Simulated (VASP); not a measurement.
MgO: single point with PBE

Crystal: MgO.

```
CELL_PARAMETERS angstrom
3.45090 0.00000 0.00000
-1.72545 2.98857 0.00000
0.00000 0.00000 4.06980
ATOMIC_POSITIONS crystal
Mg 0.66667 0.33333 0.75000
Mg 0.33333 0.66667 0.25000
O 0.66667 0.33333 0.25000
O 0.33333 0.66667 0.75000
```

```yaml
Program: VASP 6.6.1
Task: single point
Functional: PBE
Potentials_or_basis: VASP PAW PBE potentials, release 64 (Mg, O)
Cutoff: 520 eV
k_mesh: 9 × 9 × 6
Occupations: gaussian, width 0.05 eV
Spin: no spin polarisation
```

- Pressure: 11.6 GPa
- Band gap on the k mesh: 3.69 eV, direct

Stress tensor (GPa, compression positive):
```
 9.71  0.00  0.00
 0.00  9.71  0.00
 0.00  0.00 15.28
```

Levels at points of the mesh, in eV from the valence-band top:
| k point | band 4 | band 5 | band 6 | band 7 | band 8 | band 9 | band 10 | band 11 | band 12 | band 13 |
| --- | --- | --- | --- | --- | --- | --- | --- | --- | --- | --- |
| (0.00, 0.00, 0.00) | -1.84 | -1.84 | -0.83 | -0.83 | 0.00 | 3.69 | 9.96 | 12.78 | 12.78 | 12.81 |
| (0.00, 0.00, 0.50) | -2.50 | -1.36 | -1.36 | -1.36 | -1.36 | 6.76 | 6.76 | 13.14 | 13.14 | 13.14 |

It took 12 s on 1 thread of Intel(R) Xeon(R) 6975P-C (Granite Rapids), with other jobs on the host, peak memory 0.17 GiB.

A hybrid or GW would open this gap; PBE tends to underestimate it.
